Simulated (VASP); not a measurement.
# Ga3SbN2 (R-3m) in VASP: further runs

Ga3SbN2 is run at these levels: PBE; tasks: single point.

All numbers are computed with VASP 6.6.1; they aren't measurements. Logs are shortened: lines on timing, memory, paths and dates and some standing lists are left out, and cuts for length are marked.

### Step 1. The cell of the first run

Symmetry: R-3m, No. 166, trigonal system. The conventional cell has a = 5.456 Å, b = 5.456 Å, c = 12.089 Å, α = 90.00°, β = 90.00°, γ = 120.00°. Ga (site symmetry 2/m) has 2 Sb at 2.56 Å and 4 Ga at 2.73 Å and 6 N at 2.97 to 3.12 Å within 3.4 Å. Within 3.4 Å of Sb (site symmetry -3m) lie 6 Ga at 2.56 Å and 6 N at 3.19 Å. N (site symmetry 3m) has 9 Ga at 2.97 to 3.12 Å and 4 N at 3.03 to 3.30 Å and 3 Sb at 3.19 Å within 3.9 Å.

The cell was generated, and may not be a known phase.

### Step 2. Single point, PBE

INCAR reads:

```
  ALGO = Normal
  EDIFF = 1E-7
  ENCUT = 520
  GGA = PE
  ISIF = 2
  ISMEAR = 0
  LASPH = T
  LCHARG = F
  LREAL = F
  LWAVE = F
  NBANDS = 36
  NELM = 80
  PREC = Accurate
  SIGMA = 0.1
```

KPOINTS reads:

```
k-points
0
Gamma
  6 6 6
```

POSCAR reads:

```
Ga3SbN2
1.0
    2.7279314200      1.5749719400      4.0296014200
   -2.7279314200      1.5749719400      4.0296014200
    0.0000000000     -3.1499438800      4.0296014200
Ga Sb N
3 1 2
Direct
    0.5000000000      0.5000000000      0.0000000000
    0.5000000000      0.0000000000      0.5000000000
    0.0000000000      0.5000000000      0.5000000000
    0.5000000000      0.5000000000      0.5000000000
    0.1253110000      0.1253110000      0.1253110000
    0.8746890000      0.8746890000      0.8746890000
```

Potentials or basis: VASP PAW PBE potentials, release 64 (Ga_d, Sb, N).

Launch:

```console
$ cat potpaw_PBE.64/Ga_d/POTCAR potpaw_PBE.64/Sb/POTCAR potpaw_PBE.64/N/POTCAR > POTCAR
$ mpirun -np 1 vasp_std > vasp.out
```

OUTCAR:

```text
EDIFF = 1E-7
   ENCUT = 520
   GGA = PE
   ISIF = 2
   ISMEAR = 0
   LASPH = T
   LREAL = F
   NELM = 80
   PREC = Accurate

 ion  position               nearest neighbor table
   1  0.500  0.500  0.000-   4 2.56   4 2.56   3 2.73   2 2.73   2 2.73   3 2.73
   2  0.500  0.000  0.500-   4 2.56   4 2.56   3 2.73   3 2.73   1 2.73   1 2.73
   3  0.000  0.500  0.500-   4 2.56   4 2.56   2 2.73   2 2.73   1 2.73   1 2.73
   4  0.500  0.500  0.500-   2 2.56   3 2.56   2 2.56   3 2.56   1 2.56   1 2.56
   5  0.125  0.125  0.125-
   6  0.875  0.875  0.875-

  LATTYP: Found a trigonal (rhomboedric) cell.
 ALAT       =     5.1146685179
 COS(alpha) =     0.4310659755

  Lattice vectors:

 A1 = (   2.7279314200,   1.5749719400,   4.0296014200)
 A2 = (  -2.7279314200,   1.5749719400,   4.0296014200)
 A3 = (   0.0000000000,  -3.1499438800,   4.0296014200)

Analysis of symmetry for initial positions (statically):
=====================================================================
 Subroutine PRICEL returns:
 Original cell was already a primitive cell.

 Routine SETGRP: Setting up the symmetry group for a
 trigonal (rhombohedral) supercell.

 Subroutine GETGRP returns: Found 12 space group operations
 (whereof 12 operations were pure point group operations)
 out of a pool of 12 trial point group operations.

The static configuration has the point symmetry D_3d.

Analysis of symmetry for dynamics (positions and initial velocities):
=====================================================================
 Subroutine PRICEL returns:
 Original cell was already a primitive cell.

 Routine SETGRP: Setting up the symmetry group for a
 trigonal (rhombohedral) supercell.

 Subroutine GETGRP returns: Found 12 space group operations
 (whereof 12 operations were pure point group operations)
 out of a pool of 12 trial point group operations.

The dynamic configuration has the point symmetry D_3d.

 Subroutine INISYM returns: Found 12 space group operations
 (whereof 12 operations are pure point group operations),
 and found     1 'primitive' translations

----------------------------------------------------------------------------------------

                                     Primitive cell

  volume of cell :     103.8771

  direct lattice vectors                    reciprocal lattice vectors
     2.727931420  1.574971940  4.029601420     0.183289065  0.105821991  0.082721167
    -2.727931420  1.574971940  4.029601420    -0.183289065  0.105821991  0.082721167
     0.000000000 -3.149943880  4.029601420     0.000000000 -0.211643982  0.082721167

  length of vectors
     5.114668518  5.114668518  5.114668518     0.227235487  0.227235487  0.227235487

  position of ions in fractional coordinates (direct lattice)
     0.500000000  0.500000000  0.000000000
     0.500000000  0.000000000  0.500000000
     0.000000000  0.500000000  0.500000000
     0.500000000  0.500000000  0.500000000
     0.125311000  0.125311000  0.125311000
     0.874689000  0.874689000  0.874689000

  ion indices of the primitive-cell ions
   primitive index   ion index
                 1           1
                 2           2
                 3           3
                 4           4
                 5           5
                 6           6

----------------------------------------------------------------------------------------

 KPOINTS: k-points

Automatic generation of k-mesh.
 Grid dimensions read from file:
 generate k-points for:    6    6    6

 Generating k-lattice:

  Cartesian coordinates                     Fractional coordinates (reciprocal lattice)
     0.030548178  0.017636999  0.013786861     0.166666667  0.000000000  0.000000000
    -0.030548178  0.017636999  0.013786861     0.000000000  0.166666667  0.000000000
     0.000000000 -0.035273997  0.013786861     0.000000000  0.000000000  0.166666667

  Length of vectors
     0.037872581  0.037872581  0.037872581

  Shift w.r.t. Gamma in fractional coordinates (k-lattice)
     0.000000000  0.000000000  0.000000000

 Subroutine IBZKPT returns following result:
 ===========================================

 Found     32 irreducible k-points:

 Following reciprocal coordinates:
            Coordinates               Weight
  0.000000  0.000000  0.000000      1.000000
  0.166667  0.000000  0.000000      6.000000
  0.333333 -0.000000  0.000000      6.000000
  0.500000 -0.000000 -0.000000      3.000000
  0.166667  0.166667  0.000000      6.000000
  0.333333  0.166667 -0.000000     12.000000
[... 16 lines left out ...]
  0.500000  0.500000  0.166667      6.000000
 -0.333333  0.500000  0.166667     12.000000
 [... further k-points ...]
   k-points           NKPTS =     32   k-points in BZ     NKDIM =     32   number of bands    NBANDS=     36
   number of dos      NEDOS =    301   number of ions     NIONS =      6
   total plane-waves  NPLWV =  64000
   dimension x,y,z NGX =    40 NGY =   40 NGZ =   40
   dimension x,y,z NGXF=    80 NGYF=   80 NGZF=   80
   ions per type =               3   1   2
   NGX,Y,Z   is equivalent  to a cutoff of  13.00, 13.00, 13.00 a.u.
   NGXF,Y,Z  is equivalent  to a cutoff of  26.00, 26.00, 26.00 a.u.
 SYSTEM =  unknown system
   PREC   = accura    normal or accurate (medium, high low for compatibility)
   ISTART =      0    job   : 0-new  1-cont  2-samecut
   ICHARG =      2    charge: 1-file 2-atom 10-const
   ISPIN  =      1    spin polarized calculation?
   LNONCOLLINEAR =      F non collinear calculations
   LSORBIT =      F    spin-orbit coupling
   LASPH  =      T    aspherical Exc in radial PAW
   ENCUT  =  520.0 eV  38.22 Ry    6.18 a.u.   9.51  9.51  9.51*2*pi/ulx,y,z
   NELM   =     80;   NELMIN=  2; NELMDL= -5     # of ELM steps
   EDIFF  = 0.1E-06   stopping-criterion for ELM
   LREAL  =      F    real-space projection
   EDIFFG = 0.1E-05   stopping-criterion for IOM
   NSW    =      0    number of steps for IOM
   IBRION =     -1    ionic relax: 0-MD 1-quasi-New 2-CG
   NFREE  =      0    steps in history (QN), initial steepest desc. (CG)
   ISIF   =      2    stress and relaxation
   ISYM   =      2    0-nonsym 1-usesym 2-fastsym
   POTIM  = 0.5000    time-step for ionic-motion
   TEBEG  =    0.0;   TEEND  =   0.0 temperature during run
   PSTRESS=    0.0 pullay stress
   NELECT =      54.0000    total number of electrons
   NUPDOWN=      -1.0000    fix difference up-down
   EMIN   =  10.00;   EMAX   =-10.00  energy-range for DOS
   EFERMI =   0.00;   METHOD = LEGACY
   ISMEAR =     0;   SIGMA  =   0.10  broadening in eV -4-tet -1-fermi 0-gaus
   EFERMI_NEDOS =   21; number of points for ismear=-14 and -15
   IALGO  =     38    algorithm
   IMIX   =      4    mixing-type and parameters
     AMIX     =   0.40;   BMIX     =  1.00
     AMIX_MAG =   1.60;   BMIX_MAG =  1.00
  volume/ion in A,a.u.               =      17.31       116.83
  Fermi-wavevector in a.u.,A,eV,Ry     =   1.316334  2.487511 23.575306  1.732736
  Thomas-Fermi vector in A             =   2.446454
   LORBIT       =      0    0 simple, 1 ext, 2 COOP (PROOUT), +10 PAW based schemes
   GGA     = PE    functional components
   LHFCALC =     F    Hartree Fock is set to
   AEXX    =    0.0000 exact exchange contribution
   IVDW    =     0    specifies the selected vdW correction
   LEPSILON=     F    determine dielectric tensor
   LRPA    =     F    only Hartree local field effects (RPA)
 non-spin polarized calculation
 Gauss-broadening in eV      SIGMA  =   0.10
  energy-cutoff  :      520.00
  volume of cell :      103.88
 maximum number of plane-waves:      2829
 NGX is ok and might be reduce to    40
   NGX = 19   NGY = 19   NGZ = 19

 number of electron      53.9999988 magnetization

 Free energy of the ion-electron system (eV)
  ---------------------------------------------------
  ext. energy  EPLUGINS =         0.00000000
  ---------------------------------------------------
  free energy    TOTEN  =       -18.11365710 eV

  energy without entropy =      -18.08207327  energy(sigma->0) =      -18.09786519

 E-fermi :   5.0707     XC(G=0): -10.6247

 val. band max:        5.0685549201   @ k =  -0.1667   0.5000   0.1667
 cond. band min:       5.0747170177   @ k =   0.3333   0.1667  -0.0000
 fundamental gap:      0.0061620976
 Fermi energy:         5.0706685963

 k-point     1 :       0.0000    0.0000    0.0000
  band No.  band energies     occupation
      1     -10.5587      2.00000
      2     -10.2883      2.00000
      3     -10.2059      2.00000
      4     -10.2059      2.00000
      5     -10.0232      2.00000
      6     -10.0232      2.00000
[... 28 lines left out ...]
     35      14.2081      0.00000
     36      14.2083      0.00000

 k-point     2 :       0.1667    0.0000    0.0000
  band No.  band energies     occupation
      1     -10.5198      2.00000
      2     -10.2664      2.00000
      3     -10.1990      2.00000
      4     -10.1772      2.00000
      5     -10.0351      2.00000
      6     -10.0168      2.00000
[... 28 lines left out ...]
     35      12.9364      0.00000
     36      13.6337      0.00000

 k-point     3 :       0.3333   -0.0000    0.0000
  band No.  band energies     occupation
      1     -10.4284      2.00000
      2     -10.2283      2.00000
      3     -10.1599      2.00000
      4     -10.0995      2.00000
      5     -10.0774      2.00000
      6     -10.0024      2.00000
[... 28 lines left out ...]
     35      11.7506      0.00000
     36      11.9790      0.00000
[... 742 lines left out ...]
 k-point    23 :       0.5000    0.5000    0.1667
  band No.  band energies     occupation
      1     -10.3313      2.00000
      2     -10.2013      2.00000
      3     -10.1541      2.00000
      4     -10.1201      2.00000
      5     -10.0976      2.00000
      6     -10.0468      2.00000
[... 28 lines left out ...]
     35      10.7200      0.00000
     36      11.3904      0.00000

 k-point    24 :      -0.3333    0.5000    0.1667
  band No.  band energies     occupation
      1     -10.2698      2.00000
      2     -10.1938      2.00000
      3     -10.1681      2.00000
      4     -10.1250      2.00000
      5     -10.0333      2.00000
      6     -10.0279      2.00000
[... 28 lines left out ...]
     35      10.0799      0.00000
     36      11.3776      0.00000

 [... further k-points ...]

------------------------ aborting loop because EDIFF is reached ----------------------------------------

  FORCE on cell =-STRESS in cart. coord.  units (eV):
  Direction    XX          YY          ZZ          XY          YZ          ZX
  --------------------------------------------------------------------------------------
  -------------------------------------------------------------------------------------
  Total        2.0538949      2.0538949      8.2241754     -0.0000000     -0.0000000     -0.0000000
  in kB       31.6788345     31.6788345    126.8479163     -0.0000000     -0.0000000     -0.0000000
  external PRESSURE =      63.4018618 kB  Pullay stress =       0.0000000 kB

 VOLUME and BASIS-vectors are now :
 -----------------------------------------------------------------------------
  energy-cutoff  :      520.00
  volume of cell :      103.88
      direct lattice vectors                 reciprocal lattice vectors
     2.727931420  1.574971940  4.029601420     0.183289065  0.105821991  0.082721167
    -2.727931420  1.574971940  4.029601420    -0.183289065  0.105821991  0.082721167
     0.000000000 -3.149943880  4.029601420     0.000000000 -0.211643982  0.082721167

 POSITION                                       TOTAL-FORCE (eV/Angst)
 -----------------------------------------------------------------------------------
      0.00000      1.57497      4.02960         0.000000      0.000000      0.000000
      1.36397     -0.78749      4.02960         0.000000      0.000000      0.000000
     -1.36397     -0.78749      4.02960         0.000000      0.000000      0.000000
      0.00000      0.00000      6.04440        -0.000000      0.000000      0.000000
      0.00000      0.00000      1.51486        -0.000000     -0.000000      0.202156
      0.00000      0.00000     10.57394        -0.000000      0.000000     -0.202156
 -----------------------------------------------------------------------------------
    total drift:                                0.000000      0.000000     -0.000000

  FREE ENERGIE OF THE ION-ELECTRON SYSTEM (eV)
  ---------------------------------------------------
  free  energy   TOTEN  =       -18.1136571020 eV

  energy  without entropy=      -18.0820732714  energy(sigma->0) =      -18.09786519
```

It took 3.4 min on 1 thread of Intel Xeon 6975P-C (Granite Rapids), shared host; peak memory 0.27 GiB.

What came out:

| Property | Result |
| --- | --- |
| Free energy | -18.1137 eV |
| Pressure | 6.3 GPa |
| Largest force | 0.202 eV/Å |
| Band gap on the k mesh | zero (bands 27 and 28 overlap by 1.21 eV) |

Forces in eV/Å, atoms in the order of the input:
```
Ga   0.000  0.000  0.000
Ga   0.000  0.000  0.000
Ga   0.000  0.000  0.000
Sb   0.000  0.000  0.000
N    0.000  0.000  0.202
N    0.000  0.000 -0.202
```

Stress tensor (GPa, compression positive):
```
 3.17  0.00  0.00
 0.00  3.17  0.00
 0.00  0.00 12.68
```

Caveat: the stress differs along the axes, from 3 to 13 GPa; spin-orbit coupling is left out, which moves the levels of the heavy elements.

### Step 3. Single point, PBE

This run uses another cell than the first one, of 23.25 Å³/atom.

INCAR reads:

```
SYSTEM = Ga3SbN2
PREC = Accurate
ENCUT = 520
EDIFF = 1E-7
ISMEAR = 0
SIGMA = 0.1
LREAL = .False.
LASPH = .True.
NELM = 100
ALGO = Normal
ISIF = 2
LWAVE = .False.
LCHARG = .True.
GGA = PE
LELF = .True.
LVHAR = .True.
NBANDS = 36
```

KPOINTS reads:

```
Automatic mesh
0
Gamma
  6 6 6
  0 0 0
```

POSCAR reads:

```
Ga3SbN2
1.0
    2.9140839066      1.6824471279      4.7422016980
   -2.9140839066      1.6824471279      4.7422016980
    0.0000000000     -3.3648942559      4.7422016980
Ga Sb N
3 1 2
Direct
    0.5000000000      0.5000000000      0.0000000000
    0.5000000000      0.0000000000      0.5000000000
    0.0000000000      0.5000000000      0.5000000000
    0.5000000000      0.5000000000      0.5000000000
    0.2635709452      0.2635709452      0.2635709452
    0.7364290548      0.7364290548      0.7364290548
```

Potentials or basis: VASP PAW PBE potentials, release 64 (Ga_d, Sb, N).

Launch:

```console
$ cat potpaw_PBE.64/Ga_d/POTCAR potpaw_PBE.64/Sb/POTCAR potpaw_PBE.64/N/POTCAR > POTCAR
$ mpirun -np 1 vasp_std > vasp.out
```

Run time: 3.8 min. Hardware: 1 thread of Intel Xeon 6975P-C (Granite Rapids), shared host; peak memory 0.38 GiB.

Results (log left out):

```yaml
Free_energy: -25.6644 eV
Pressure: 0.1 GPa
Largest_force: 0.016 eV/Å
Band_gap_on_the_k_mesh: zero (bands 27 and 28 overlap by 0.42 eV)
```

Forces on the atoms (eV/Å):
```
Ga   0.000  0.000  0.000
Ga   0.000  0.000  0.000
Ga   0.000  0.000  0.000
Sb   0.000  0.000  0.000
N    0.000  0.000 -0.016
N    0.000  0.000  0.016
```

Stress tensor (GPa, compression positive):
```
0.08 0.00 0.00
0.00 0.08 0.00
0.00 0.00 0.18
```

Levels at points of the mesh, in eV from the Fermi level:
| k point | band 23 | band 24 | band 25 | band 26 | band 27 | band 28 | band 29 | band 30 | band 31 | band 32 |
| --- | --- | --- | --- | --- | --- | --- | --- | --- | --- | --- |
| (0.00, 0.00, 0.00) | -4.49 | -4.13 | -2.17 | -2.17 | -1.02 | -0.37 | 1.89 | 1.89 | 2.54 | 2.54 |
| (0.50, 0.00, 0.00) | -4.25 | -3.25 | -1.49 | -1.01 | -0.80 | 0.27 | 1.06 | 1.81 | 2.55 | 3.09 |
| (0.50, 0.50, 0.00) | -3.45 | -2.98 | -2.17 | -0.55 | 0.05 | 0.22 | 0.97 | 2.05 | 2.44 | 3.08 |
| (0.50, 0.50, 0.50) | -4.61 | -2.85 | -0.84 | -0.18 | -0.18 | 0.19 | 0.19 | 2.05 | 3.60 | 3.60 |

Caveat: semilocal functionals underestimate gaps, and a narrow one can read as zero; spin-orbit coupling is left out, which moves the levels of the heavy elements.

The gap in the log of VASP goes by the Fermi energy; the results here count the filled bands.